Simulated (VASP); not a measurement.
# NdS5 (F-43m) in VASP: notebook

Runs on NdS5. Level: PBE. Tasks: single point, relaxation of cell and atoms.

Everything below comes from runs of VASP 6.6.1. Logs are shortened: lines on timing, memory, paths and dates and some standing lists are left out, and cuts for length are marked.

**1. The cell of the first run**

The structure is cubic, space group F-43m (No. 216). The conventional cell has a = 7.617 Å, b = 7.617 Å, c = 7.617 Å, α = 90.00°, β = 90.00°, γ = 90.00°. Nd (site symmetry -43m) has 16 S at 3.16 to 3.30 Å within 4.2 Å. S (site symmetry -43m) has 12 S at 3.15 Å and 4 Nd at 3.30 Å within 4.2 Å. Within 3.5 Å of S (site symmetry 3m) lie 9 S at 2.66 to 3.15 Å and 3 Nd at 3.16 Å.

**2. Single point, PBE**

File INCAR:

```
SYSTEM = NdS5
PREC = Accurate ; ENCUT = 520
EDIFF = 1E-6 ; ISMEAR = 0
SIGMA = 0.1 ; LREAL = .FALSE.
LASPH = .TRUE. ; NELM = 60
ALGO = Normal ; ISIF = 2
LWAVE = .FALSE. ; LCHARG = .FALSE.
GGA = PE ; NBANDS = 31
```

File KPOINTS:

```
regular mesh
0
G
  4 4 4
  0 0 0
```

File POSCAR:

```
NdS5
1.0
    0.0000000000      3.8082524325      3.8082524325
    3.8082524325      0.0000000000      3.8082524325
    3.8082524325      3.8082524325      0.0000000000
Nd S
1 5
Direct
    0.0000000000      0.0000000000      0.0000000000
    0.2500000000      0.2500000000      0.2500000000
    0.6234832094      0.1295503718      0.6234832094
    0.6234832094      0.6234832094      0.1295503718
    0.6234832094      0.6234832094      0.6234832094
    0.1295503718      0.6234832094      0.6234832094
```

Potentials or basis: VASP PAW PBE potentials, release 64 (Nd, S).

On the command line:

```sh
> cat potpaw_PBE.64/Nd/POTCAR potpaw_PBE.64/S/POTCAR > POTCAR
> mpirun -np 1 vasp_std > vasp.out
```

OUTCAR:

```text
SYSTEM = NdS5
   PREC = Accurate
   ENCUT = 520
   EDIFF = 1E-6
   ISMEAR = 0
   LREAL = .FALSE.
   LASPH = .TRUE.
   NELM = 60
   ISIF = 2
   GGA = PE

 ion  position               nearest neighbor table
   1  0.000  0.000  0.000-   4 3.16   4 3.16   3 3.16   6 3.16   5 3.16   6 3.16   3 3.16   5 3.16
                             6 3.16   5 3.16   4 3.16   3 3.16
   2  0.250  0.250  0.250-
   3  0.623  0.130  0.623-   4 2.66   5 2.66   6 2.66   6 2.73   4 2.73   5 2.73   1 3.16   1 3.16
                             1 3.16
   4  0.623  0.623  0.130-   3 2.66   5 2.66   6 2.66   3 2.73   6 2.73   5 2.73   1 3.16   1 3.16
                             1 3.16
   5  0.623  0.623  0.623-   3 2.66   4 2.66   6 2.66   6 2.73   3 2.73   4 2.73   1 3.16   1 3.16
                             1 3.16
   6  0.130  0.623  0.623-   3 2.66   4 2.66   5 2.66   3 2.73   4 2.73   5 2.73   1 3.16   1 3.16
                             1 3.16

  LATTYP: Found a face centered cubic cell.
 ALAT       =     7.6165048650

  Lattice vectors:

 A1 = (   0.0000000000,   3.8082524325,   3.8082524325)
 A2 = (   3.8082524325,   0.0000000000,   3.8082524325)
 A3 = (   3.8082524325,   3.8082524325,   0.0000000000)

Analysis of symmetry for initial positions (statically):
=====================================================================
 Subroutine PRICEL returns:
 Original cell was already a primitive cell.

 Routine SETGRP: Setting up the symmetry group for a
 face centered cubic supercell.

 Subroutine GETGRP returns: Found 24 space group operations
 (whereof 24 operations were pure point group operations)
 out of a pool of 48 trial point group operations.

The static configuration has the point symmetry T_d .

Analysis of symmetry for dynamics (positions and initial velocities):
=====================================================================
 Subroutine PRICEL returns:
 Original cell was already a primitive cell.

 Routine SETGRP: Setting up the symmetry group for a
 face centered cubic supercell.

 Subroutine GETGRP returns: Found 24 space group operations
 (whereof 24 operations were pure point group operations)
 out of a pool of 48 trial point group operations.

The dynamic configuration has the point symmetry T_d .

 Subroutine INISYM returns: Found 24 space group operations
 (whereof 24 operations are pure point group operations),
 and found     1 'primitive' translations

----------------------------------------------------------------------------------------

[... 86 lines left out ...]
   NSW    =      0    number of steps for IOM
   IBRION =     -1    ionic relax: 0-MD 1-quasi-New 2-CG
   NFREE  =      0    steps in history (QN), initial steepest desc. (CG)
   ISIF   =      2    stress and relaxation
   ISYM   =      2    0-nonsym 1-usesym 2-fastsym
   POTIM  = 0.5000    time-step for ionic-motion
   TEBEG  =    0.0;   TEEND  =   0.0 temperature during run
   PSTRESS=    0.0 pullay stress
   NELECT =      44.0000    total number of electrons
   NUPDOWN=      -1.0000    fix difference up-down
   EMIN   =  10.00;   EMAX   =-10.00  energy-range for DOS
   EFERMI =   0.00;   METHOD = LEGACY
   ISMEAR =     0;   SIGMA  =   0.10  broadening in eV -4-tet -1-fermi 0-gaus
   EFERMI_NEDOS =   21; number of points for ismear=-14 and -15
   IALGO  =     38    algorithm
   IMIX   =      4    mixing-type and parameters
     AMIX     =   0.40;   BMIX     =  1.00
     AMIX_MAG =   1.60;   BMIX_MAG =  1.00
  volume/ion in A,a.u.               =      18.41       124.24
  Fermi-wavevector in a.u.,A,eV,Ry     =   1.204546  2.276262 19.741110  1.450931
  Thomas-Fermi vector in A             =   2.340268
   LORBIT       =      0    0 simple, 1 ext, 2 COOP (PROOUT), +10 PAW based schemes
   GGA     = PE    functional components
   LHFCALC =     F    Hartree Fock is set to
   AEXX    =    0.0000 exact exchange contribution
   IVDW    =     0    specifies the selected vdW correction
   LEPSILON=     F    determine dielectric tensor
   LRPA    =     F    only Hartree local field effects (RPA)
 non-spin polarized calculation
 Gauss-broadening in eV      SIGMA  =   0.10
  energy-cutoff  :      520.00
  volume of cell :      110.46
 maximum number of plane-waves:      2996
   NGX = 21   NGY = 21   NGZ = 21

 number of electron      44.0000005 magnetization

 Free energy of the ion-electron system (eV)
  ---------------------------------------------------
  ext. energy  EPLUGINS =         0.00000000
  ---------------------------------------------------
  free energy    TOTEN  =       -26.00453335 eV

  energy without entropy =      -25.92528103  energy(sigma->0) =      -25.96490719

 E-fermi :   6.6407     XC(G=0): -10.8741

 val. band max:        6.6079758771   @ k =   0.5000   0.0000   0.0000
 cond. band min:       6.6651761868   @ k =  -0.2500   0.5000   0.2500
 fundamental gap:      0.0572003097
 Fermi energy:         6.6406554333

 k-point     1 :       0.0000    0.0000    0.0000
  band No.  band energies     occupation
      1     -30.2938      2.00000
      2     -11.5258      2.00000
      3     -11.5258      2.00000
      4     -11.5258      2.00000
      5      -9.3377      2.00000
      6      -5.0711      2.00000
[... 261 lines left out ...]
     30       7.2968      0.00000
     31       7.3260      0.00000

------------------------ aborting loop because EDIFF is reached ----------------------------------------

  FORCE on cell =-STRESS in cart. coord.  units (eV):
  Direction    XX          YY          ZZ          XY          YZ          ZX
  --------------------------------------------------------------------------------------
  -------------------------------------------------------------------------------------
  Total       -2.8000142     -2.8000142     -2.8000142      0.0000000     -0.0000000      0.0000000
  in kB      -40.6128654    -40.6128654    -40.6128654      0.0000000     -0.0000000      0.0000000
  external PRESSURE =     -40.6128654 kB  Pullay stress =       0.0000000 kB

 VOLUME and BASIS-vectors are now :
 -----------------------------------------------------------------------------
  energy-cutoff  :      520.00
  volume of cell :      110.46
      direct lattice vectors                 reciprocal lattice vectors
     0.000000000  3.808252432  3.808252432    -0.131293818  0.131293818  0.131293818
     3.808252432  0.000000000  3.808252432     0.131293818 -0.131293818  0.131293818
     3.808252432  3.808252432  0.000000000     0.131293818  0.131293818 -0.131293818

 POSITION                                       TOTAL-FORCE (eV/Angst)
 -----------------------------------------------------------------------------------
      0.00000      0.00000      0.00000         0.000000      0.000000      0.000000
      1.90413      1.90413      1.90413         0.000000      0.000000      0.000000
      2.86774      4.74876      2.86774        -0.155931      0.155931     -0.155931
      2.86774      2.86774      4.74876        -0.155931     -0.155931      0.155931
      4.74876      4.74876      4.74876         0.155931      0.155931      0.155931
      4.74876      2.86774      2.86774         0.155931     -0.155931     -0.155931
 -----------------------------------------------------------------------------------
    total drift:                               -0.000000     -0.000000     -0.000000

  FREE ENERGIE OF THE ION-ELECTRON SYSTEM (eV)
  ---------------------------------------------------
  free  energy   TOTEN  =       -26.0045333543 eV

  energy  without entropy=      -25.9252810316  energy(sigma->0) =      -25.96490719
```

Wall time 98 s (1 thread of Intel Xeon Platinum 8559C (Emerald Rapids), shared host); peak memory 0.26 GiB.

What came out:

* Free energy: -26.0045 eV
* Pressure: -4.1 GPa
* Largest force: 0.270 eV/Å
* Band gap on the k mesh: zero (band 22 reaches 6.80 eV, above the bottom of band 23 at 6.67 eV)

Forces on the atoms (eV/Å):
```
Nd   0.000  0.000  0.000
S    0.000  0.000  0.000
S   -0.156  0.156 -0.156
S   -0.156 -0.156  0.156
S    0.156  0.156  0.156
S    0.156 -0.156 -0.156
```

Levels at points of the mesh, in eV from the Fermi level:
| k point | band 19 | band 20 | band 21 | band 22 | band 23 | band 24 | band 25 | band 26 |
| --- | --- | --- | --- | --- | --- | --- | --- | --- |
| (0.00, 0.00, 0.00) | -0.09 | -0.09 | -0.09 | 0.16 | 0.16 | 0.16 | 0.19 | 1.26 |
| (0.50, 0.00, 0.00) | -1.06 | -0.23 | -0.23 | -0.03 | 0.10 | 0.10 | 0.14 | 0.27 |
| (0.50, 0.50, 0.00) | -2.09 | -0.98 | -0.61 | -0.61 | 0.06 | 0.06 | 0.12 | 0.25 |

Caveat: spin-orbit coupling is left out, which moves the levels of the heavy elements; the run has no spin polarisation, though such a crystal can be magnetic; without U or exact exchange the open f shell lies at the Fermi level, which spoils levels, moments and volumes. Spin polarisation is off, so any magnetic state and its effect on volume and gap are missing.

**3. Single point, PBE**

This run uses another cell than the first one, of 22.92 Å³/atom, 1.245 times its volume.

File INCAR:

```
SYSTEM = NdS5
PREC = Accurate
ENCUT = 520
EDIFF = 1E-7
ISMEAR = 0
SIGMA = 0.1
LREAL = .FALSE.
LASPH = .TRUE.
NELM = 60
ALGO = Normal
ISIF = 2
LWAVE = .FALSE.
LCHARG = .FALSE.
GGA = PE
NBANDS = 31
```

KPOINTS is that of step 2.

File POSCAR:

```
NdS5
1.0
    0.0000000000      4.0970519400      4.0970519400
    4.0970519400      0.0000000000      4.0970519400
    4.0970519400      4.0970519400      0.0000000000
Nd S
1 5
Direct
    0.0000000000      0.0000000000      0.0000000000
    0.2500000000      0.2500000000      0.2500000000
    0.6237722100      0.1286833600      0.6237722100
    0.6237722100      0.6237722100      0.1286833600
    0.6237722100      0.6237722100      0.6237722100
    0.1286833600      0.6237722100      0.6237722100
```

Potentials or basis: VASP PAW PBE potentials, release 64 (Nd, S).

On the command line:

```sh
> cat potpaw_PBE.64/Nd/POTCAR potpaw_PBE.64/S/POTCAR > POTCAR
> mpirun -np 1 vasp_std > vasp.out
```

It took 2.3 min on 1 thread of Intel Xeon Platinum 8559C (Emerald Rapids), shared host; peak memory 0.32 GiB.

Results (log left out):

```
Free energy            : -24.4556 eV
Pressure               : -12.3 GPa
Largest force          : 0.126 eV/Å
Band gap on the k mesh : zero (band 22 reaches 4.30 eV, above the bottom of band 23 at 4.21 eV)
```

Forces on the atoms (eV/Å):
```
Nd   0.000  0.000  0.000
S    0.000  0.000  0.000
S   -0.073  0.073 -0.073
S   -0.073 -0.073  0.073
S    0.073  0.073  0.073
S    0.073 -0.073 -0.073
```

Levels at points of the mesh, in eV from the Fermi level:
```tsv
k point	band 19	band 20	band 21	band 22	band 23	band 24	band 25	band 26
(0.00, 0.00, 0.00)	-0.05	-0.05	-0.05	0.13	0.13	0.13	0.15	0.84
(0.50, 0.00, 0.00)	-0.79	-0.12	-0.12	-0.01	0.08	0.08	0.11	0.21
(0.50, 0.50, 0.00)	-1.60	-0.56	-0.32	-0.32	0.06	0.06	0.11	0.18
```

Caveat: spin-orbit coupling is left out, which moves the levels of the heavy elements; the run has no spin polarisation, though such a crystal can be magnetic; without U or exact exchange the open f shell lies at the Fermi level, which spoils levels, moments and volumes.

**4. Relaxation of cell and atoms, PBE**

This run uses another cell than the first one, of 22.92 Å³/atom, 1.245 times its volume.

File INCAR:

```
PREC     = Accurate       # precision mode
ENCUT    = 600            # plane-wave cutoff, eV
EDIFF    = 1E-6           # SCF threshold, eV
ISMEAR   = 0              # smearing method
SIGMA    = 0.1            # smearing width, eV
LREAL    = F              # projectors in reciprocal space
LASPH    = T              # aspherical terms in the spheres
NELM     = 80             # most SCF steps
ALGO     = Normal         # electronic algorithm
ISIF     = 3              # what is computed and relaxed
LWAVE    = F              # write WAVECAR
LCHARG   = F              # write CHGCAR
GGA      = PE             # functional
IBRION   = 2              # ionic algorithm
NSW      = 90             # ionic steps
EDIFFG   = -0.04          # ionic threshold
```

File KPOINTS:

```
regular mesh
0
Gamma
  4 4 4
```

POSCAR is that of step 3.

On the command line:

```sh
> cat potpaw_PBE.64/Nd/POTCAR potpaw_PBE.64/S/POTCAR > POTCAR
> mpirun -np 1 vasp_std > vasp.out
```

Run time: 14 min. Hardware: 1 thread of Intel Xeon Platinum 8559C (Emerald Rapids), shared host; peak memory 0.37 GiB.

It converged, with:

* Free energy: -26.1145 eV
* Relaxed volume: 17.36 Å³/atom
* Relaxed cell: a = 5.281 Å, b = 5.281 Å, c = 5.281 Å, α = 60.00°, β = 60.00°, γ = 60.00°
* Space group after relaxing (to 0.05 Å): F-43m (No. 216)
* Energy gained by relaxing: 276.5 meV/atom
* Ionic steps: 7
* Pressure after relaxing: 0.2 GPa
* Largest force after relaxing: 0.021 eV/Å
* Band gap on the k mesh: zero (band 22 reaches 7.55 eV, above the bottom of band 23 at 7.39 eV)

Forces in eV/Å, atoms in the order of the input:
```
Nd   0.000  0.000  0.000
S    0.000  0.000  0.000
S   -0.012  0.012 -0.012
S   -0.012 -0.012  0.012
S    0.012  0.012  0.012
S    0.012 -0.012 -0.012
```

Step by step:
| step | energy change (eV) | largest force (eV/Å) | pressure (GPa) | volume (Å³) |
| --- | --- | --- | --- | --- |
| 1 | 0.0000 | 0.1260 | -12.13 | 137.54 |
| 2 | -1.6441 | 0.2030 | -1.32 | 105.82 |
| 3 | -1.6516 | 0.2068 | 0.00 | 104.12 |
| 4 | -1.6512 | 0.2083 | 0.65 | 103.52 |
| 5 | -1.6571 | 0.0849 | -0.50 | 104.58 |
| 6 | -1.6571 | 0.0833 | -0.34 | 104.59 |
| 7 | -1.6589 | 0.0207 | 0.20 | 104.14 |

Final structure:
```
Nd S
1.0
     0.00000    3.73417    3.73417
     3.73417    0.00000    3.73417
     3.73417    3.73417    0.00000
Nd S
1 5
Direct
  0.00000 0.00000 0.00000
  0.25000 0.25000 0.25000
  0.62544 0.12367 0.62544
  0.62544 0.62544 0.12367
  0.62544 0.62544 0.62544
  0.12367 0.62544 0.62544
```

Levels at points of the mesh, in eV from the Fermi level:
```tsv
k point	band 19	band 20	band 21	band 22	band 23	band 24	band 25	band 26
(0.00, 0.00, 0.00)	-0.11	-0.11	-0.11	0.17	0.17	0.17	0.19	1.41
(0.50, 0.00, 0.00)	-1.07	-0.28	-0.28	-0.05	0.11	0.11	0.15	0.29
(0.50, 0.50, 0.00)	-2.36	-1.08	-0.69	-0.69	0.06	0.06	0.12	0.27
```

Caveat: the electronic state changed during the relaxation; the volume moved by over 15 % at a fixed basis, so the end points are rough; spin-orbit coupling is left out, which moves the levels of the heavy elements; the run has no spin polarisation, though such a crystal can be magnetic; without U or exact exchange the open f shell lies at the Fermi level, which spoils levels, moments and volumes. With open d or f shells a metallic result of PBE can be an artefact of self-interaction; +U or a hybrid may open a gap.

[end of part 1 of 2]
